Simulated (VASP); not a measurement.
# Ga (Pm-3m) in VASP: further runs

Runs on Ga. Level: BLYP. Tasks: single point, relaxation of cell and atoms.

Everything below comes from runs of VASP 6.6.1. Logs are shortened: lines on timing, memory, paths and dates and some standing lists are left out, and cuts for length are marked.

### 1 The cell of the first run

It takes space group Pm-3m (No. 221, cubic). Conventional cell: a = 2.831 Å, b = 2.831 Å, c = 2.831 Å, α = 90.00°, β = 90.00°, γ = 90.00°. Within 3.7 Å of Ga (site symmetry m-3m) lie 6 Ga at 2.83 Å.

This isn't the form of Ga at room conditions, which is orthorhombic.

### 2 Single point, BLYP

Contents of INCAR:

```
SYSTEM = Ga
PREC = Accurate ; ENCUT = 500
EDIFF = 1E-6 ; ISMEAR = -1
SIGMA = 0.1 ; LREAL = .FALSE.
LASPH = .TRUE. ; NELM = 120
ALGO = Normal ; ISIF = 2
LWAVE = .FALSE. ; LCHARG = .FALSE.
GGA = B5 ; ALDAX = 1.0
AGGAX = 1.0 ; AGGAC = 1.0
ALDAC = 0.0 ; NBANDS = 12
GGA_COMPAT = .FALSE.
```

Contents of KPOINTS:

```
regular mesh
0
G
  11 11 11
  0 0 0
```

Contents of POSCAR:

```
Ga
1.0
    2.8309161464      0.0000000000      0.0000000000
    0.0000000000      2.8309161464      0.0000000000
    0.0000000000      0.0000000000      2.8309161464
Ga
1
Direct
    0.0000000000      0.0000000000      0.0000000000
```

Potentials or basis: VASP PAW PBE potentials, release 64 (Ga_d).

Launch:

```bash
> cat potpaw_PBE.64/Ga_d/POTCAR > POTCAR
> mpirun -np 1 vasp_std > vasp.out
```

OUTCAR:

```text
SYSTEM = Ga
   PREC = Accurate
   ENCUT = 500
   EDIFF = 1E-6
   ISMEAR = -1
   LREAL = .FALSE.
   LASPH = .TRUE.
   NELM = 120
   ISIF = 2
   GGA = B5

 ion  position               nearest neighbor table
   1  0.000  0.000  0.000-

  LATTYP: Found a simple cubic cell.
 ALAT       =     2.8309161464

  Lattice vectors:

 A1 = (   2.8309161464,   0.0000000000,   0.0000000000)
 A2 = (   0.0000000000,   2.8309161464,   0.0000000000)
 A3 = (   0.0000000000,   0.0000000000,   2.8309161464)

Analysis of symmetry for initial positions (statically):
=====================================================================
 Subroutine PRICEL returns:
 Original cell was already a primitive cell.

 Routine SETGRP: Setting up the symmetry group for a
 simple cubic supercell.

 Subroutine GETGRP returns: Found 48 space group operations
 (whereof 48 operations were pure point group operations)
 out of a pool of 48 trial point group operations.

The static configuration has the point symmetry O_h .

Analysis of symmetry for dynamics (positions and initial velocities):
=====================================================================
 Subroutine PRICEL returns:
 Original cell was already a primitive cell.

 Routine SETGRP: Setting up the symmetry group for a
 simple cubic supercell.

 Subroutine GETGRP returns: Found 48 space group operations
 (whereof 48 operations were pure point group operations)
 out of a pool of 48 trial point group operations.

The dynamic configuration has the point symmetry O_h .

 Subroutine INISYM returns: Found 48 space group operations
 (whereof 48 operations are pure point group operations),
 and found     1 'primitive' translations

----------------------------------------------------------------------------------------

                                     Primitive cell

  volume of cell :      22.6872

  direct lattice vectors                    reciprocal lattice vectors
     2.830916146  0.000000000  0.000000000     0.353242536  0.000000000  0.000000000
     0.000000000  2.830916146  0.000000000     0.000000000  0.353242536  0.000000000
     0.000000000  0.000000000  2.830916146     0.000000000  0.000000000  0.353242536

  length of vectors
     2.830916146  2.830916146  2.830916146     0.353242536  0.353242536  0.353242536

  position of ions in fractional coordinates (direct lattice)
     0.000000000  0.000000000  0.000000000
[... 81 lines left out ...]
   NFREE  =      0    steps in history (QN), initial steepest desc. (CG)
   ISIF   =      2    stress and relaxation
   ISYM   =      2    0-nonsym 1-usesym 2-fastsym
   POTIM  = 0.5000    time-step for ionic-motion
   TEBEG  =    0.0;   TEEND  =   0.0 temperature during run
   PSTRESS=    0.0 pullay stress
   NELECT =      13.0000    total number of electrons
   NUPDOWN=      -1.0000    fix difference up-down
   EMIN   =  10.00;   EMAX   =-10.00  energy-range for DOS
   EFERMI =   0.00;   METHOD = LEGACY
   ISMEAR =    -1;   SIGMA  =   0.10  broadening in eV -4-tet -1-fermi 0-gaus
   EFERMI_NEDOS =   21; number of points for ismear=-14 and -15
   IALGO  =     38    algorithm
   IMIX   =      4    mixing-type and parameters
     AMIX     =   0.40;   BMIX     =  1.00
     AMIX_MAG =   1.60;   BMIX_MAG =  1.00
  volume/ion in A,a.u.               =      22.69       153.10
  Fermi-wavevector in a.u.,A,eV,Ry     =   1.359760  2.569574 25.156456  1.848947
  Thomas-Fermi vector in A             =   2.486480
   LORBIT       =      0    0 simple, 1 ext, 2 COOP (PROOUT), +10 PAW based schemes
   GGA     = B5    functional components
   LHFCALC =     F    Hartree Fock is set to
   AEXX    =    0.0000 exact exchange contribution
   IVDW    =     0    specifies the selected vdW correction
   LEPSILON=     F    determine dielectric tensor
   LRPA    =     F    only Hartree local field effects (RPA)
 non-spin polarized calculation
  energy-cutoff  :      500.00
  volume of cell :       22.69
 maximum number of plane-waves:       588
 NGX is ok and might be reduce to    24
   NGX = 11   NGY = 11   NGZ = 11

 number of electron      12.9999999 magnetization

 Free energy of the ion-electron system (eV)
  ---------------------------------------------------
  ext. energy  EPLUGINS =         0.00000000
  ---------------------------------------------------
  free energy    TOTEN  =        -2.15049582 eV

  energy without entropy =       -2.13326834  energy(sigma->0) =       -2.14188208

 E-fermi :   4.2410     XC(G=0):  -9.4583

 val. band max:        4.1930584420   @ k =   0.3636   0.2727   0.0909
 cond. band min:       4.3015520004   @ k =   0.4545   0.4545   0.0909
 fundamental gap:      0.1084935584
 Fermi energy:         4.2410270034

 k-point     1 :       0.0000    0.0000    0.0000
  band No.  band energies     occupation
      1     -10.8324      2.00000
      2     -10.8324      2.00000
      3     -10.4488      2.00000
      4     -10.4488      2.00000
      5     -10.4488      2.00000
      6      -5.5595      2.00000
      7      12.2450      0.00000
      8      12.2450      0.00000
      9      12.2450      0.00000
     10      15.5399      0.00000
     11      15.5399      0.00000
     12      17.6124      0.00000
[... 331 lines left out ...]
 k-point    24 :       0.2727    0.0909    0.0909
  band No.  band energies     occupation
      1     -10.7836      2.00000
      2     -10.6632      2.00000
      3     -10.5208      2.00000
      4     -10.5176      2.00000
      5     -10.4602      2.00000
      6      -3.9082      2.00000
      7       5.3517      0.00003
      8      11.5846      0.00000
      9      12.1107      0.00000
     10      19.1428      0.00000
     11      19.4196      0.00000
     12      21.7417      0.00000

 [... further k-points ...]

------------------------ aborting loop because EDIFF is reached ----------------------------------------

  FORCE on cell =-STRESS in cart. coord.  units (eV):
  Direction    XX          YY          ZZ          XY          YZ          ZX
  --------------------------------------------------------------------------------------
  -------------------------------------------------------------------------------------
  Total       -0.0078292     -0.0078292     -0.0078292     -0.0000000      0.0000000     -0.0000000
  in kB       -0.5529030     -0.5529030     -0.5529030     -0.0000000      0.0000000     -0.0000000
  external PRESSURE =      -0.5529030 kB  Pullay stress =       0.0000000 kB

 VOLUME and BASIS-vectors are now :
 -----------------------------------------------------------------------------
  energy-cutoff  :      500.00
  volume of cell :       22.69
      direct lattice vectors                 reciprocal lattice vectors
     2.830916146  0.000000000  0.000000000     0.353242536  0.000000000  0.000000000
     0.000000000  2.830916146  0.000000000     0.000000000  0.353242536  0.000000000
     0.000000000  0.000000000  2.830916146     0.000000000  0.000000000  0.353242536

 POSITION                                       TOTAL-FORCE (eV/Angst)
 -----------------------------------------------------------------------------------
      0.00000      0.00000      0.00000         0.000000      0.000000      0.000000
 -----------------------------------------------------------------------------------
    total drift:                                0.000000     -0.000000      0.000000

  FREE ENERGIE OF THE ION-ELECTRON SYSTEM (eV)
  ---------------------------------------------------
  free  energy   TOTEN  =        -2.1504958176 eV

  energy  without entropy=       -2.1332683392  energy(sigma->0) =       -2.14188208
```

Run time: 10 s. Hardware: 1 thread of Intel Xeon Platinum 8259CL at 2.50GHz (Skylake/Cascade Lake), shared host; peak memory 0.14 GiB.

What came out:

- Free energy: -2.1505 eV
- Pressure: -0.1 GPa
- Band gap on the k mesh: zero (an odd number of electrons rules out a gap without spin polarisation)

Caveat: the PAW data sets were made with another functional, which shifts forces and pressure a little.

### 3 Relaxation of cell and atoms, BLYP

This run uses another cell than the first one, of 21.16 Å³/atom.

Contents of INCAR:

```
PREC = Accurate
ENCUT = 500
EDIFF = 1E-7
ISMEAR = -1
SIGMA = 0.1
LREAL = False
LASPH = True
NELM = 120
ALGO = Normal
ISIF = 3
LWAVE = False
LCHARG = False
GGA = B5
ALDAX = 1.0
AGGAX = 1.0
AGGAC = 1.0
ALDAC = 0.0
IBRION = 2
NSW = 80
EDIFFG = -0.01
GGA_COMPAT = False
NELMIN = 4
```

Contents of KPOINTS:

```
Automatic mesh
0
Gamma
  11 11 11
```

Contents of POSCAR:

```
Ga
1.0
    2.7660252371      0.0000000000      0.0000000000
    0.0000000000      2.7660252371      0.0000000000
    0.0000000000      0.0000000000      2.7660252371
Ga
1
Direct
    0.0000000000      0.0000000000      0.0000000000
```

Potentials or basis: VASP PAW PBE potentials, release 64 (Ga_d).

Launch:

```bash
> cat potpaw_PBE.64/Ga_d/POTCAR > POTCAR
> mpirun -np 1 vasp_std > vasp.out
```

It took 32 s on 1 thread of Intel Xeon Platinum 8259CL at 2.50GHz (Skylake/Cascade Lake), shared host; peak memory 0.13 GiB.

It converged, with:

```yaml
Free_energy: -2.1504 eV
Relaxed_volume: 22.72 Å³/atom
Relaxed_cell: a = 2.832 Å, b = 2.832 Å, c = 2.832 Å, α = 90.00°, β = 90.00°, γ = 90.00°
Space_group_after_relaxing_to_0.1_Å: Pm-3m (No. 221)
Energy_gained_by_relaxing: 11.5 meV/atom
Ionic_steps: 4
Pressure_after_relaxing: -0.1 GPa
Band_gap_on_the_k_mesh: zero (an odd number of electrons rules out a gap without spin polarisation)
```

The path:
| step | energy change (eV) | largest force (eV/Å) | pressure (GPa) | volume (Å³) |
| --- | --- | --- | --- | --- |
| 1 | 0.0000 | 0.0000 | 2.55 | 21.16 |
| 2 | -0.0105 | 0.0000 | 0.76 | 22.21 |
| 3 | -0.0114 | 0.0000 | -0.22 | 22.87 |
| 4 | -0.0115 | 0.0000 | -0.07 | 22.72 |

Final structure:
```
Ga
1.0
     2.83233    0.00000    0.00000
     0.00000    2.83233    0.00000
     0.00000    0.00000    2.83233
Ga
1
Direct
  0.00000 0.00000 0.00000
```

Levels at points of the mesh, in eV from the Fermi level:
```csv
k point,band 2,band 3,band 4,band 5,band 6,band 7,band 8,band 9,band 10
"(0.00, 0.00, 0.00)",-15.07,-14.69,-14.69,-14.69,-9.79,7.99,7.99,7.99,11.29
```

Caveat: the PAW data sets were made with another functional, which shifts forces and pressure a little.
